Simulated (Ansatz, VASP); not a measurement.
This is a calculation of SnO for VASP 6.6.1.

Contents of INCAR:

```
SYSTEM = SnO
  ALGO = Normal
  EDIFF = 1E-6
  EDIFFG = -0.01
  ENCUT = 600
  GGA = PE
  IBRION = 2
  ISIF = 3
  ISMEAR = -1
  IVDW = 13
  LASPH = .TRUE.
  LCHARG = .FALSE.
  LREAL = .FALSE.
  LWAVE = .FALSE.
  NELM = 100
  NSW = 60
  PREC = Accurate
  SIGMA = 0.05
```

Contents of KPOINTS:

```
k-points
0
G
  7 7 6
  0 0 0
```

Contents of POSCAR:

```
SnO
1.0
    3.8136952200      0.0000000000      0.0000000000
    0.0000000000      3.8136952200      0.0000000000
    0.0000000000      0.0000000000      4.8869133000
Sn O
2 2
Direct
    0.5000000000      0.0000000000      0.7646261400
    0.0000000000      0.5000000000      0.2353738600
    0.0000000000      0.0000000000      0.0000000000
    0.5000000000      0.5000000000      0.0000000000
```

Potentials or basis: VASP PAW PBE potentials, release 64 (Sn_d, O).

Command:

```console
$ cat potpaw_PBE.64/Sn_d/POTCAR potpaw_PBE.64/O/POTCAR > POTCAR
$ mpirun -np 1 vasp_std > vasp.out
```

Q: Translate it to Ansatz 0.2.0. Potentials there: Ansatz PAW.

A: As run (the cutoff follows the program's own potentials):

File input.yaml:

```yaml
crystal:
  lattice:
    - [3.81369522, 0.0, 0.0]
    - [0.0, 3.81369522, 0.0]
    - [0.0, 0.0, 4.8869133]
  atoms:
    - { symbol: Sn, position: [0.5, 0.0, 0.76462614] }
    - { symbol: Sn, position: [0.0, 0.5, 0.23537386] }
    - { symbol: O, position: [0.0, 0.0, 0.0] }
    - { symbol: O, position: [0.5, 0.5, 0.0] }
hamiltonian:
  xc: pbe
  pseudopotentials: { kind: paw }
  dispersion: d4
kpoints:
  mp_grid: { grid: [7, 7, 6] }
scf:
  occupations: { method: fermi_dirac, width: 0.05 }
output:
  forces: true
  stress: true
relax:
  f_tol: 0.01
  max_steps: 40
  cell: { stress_tol: 0.05 }
```

Potentials or basis: Ansatz PAW.

Command:

```console
$ ansatz run input.yaml --threads 2 --pin off --max-ram 5632MiB --backend cpu --events-out ev --progress --plain --runs-dir out
```

Both were run:

|  | VASP | Ansatz | Ansatz less VASP |
| --- | --- | --- | --- |
| relaxed volume (Å³/atom) | 17.34 | 17.44 | +0.101 |
| relaxed cell length with the largest relative difference (Å) | 4.717 | 4.742 | +0.0248 |

Noted on Ansatz's run: the plane-wave basis is chosen anew once the cell has moved, so the energies of steps on either side of that aren't comparable.
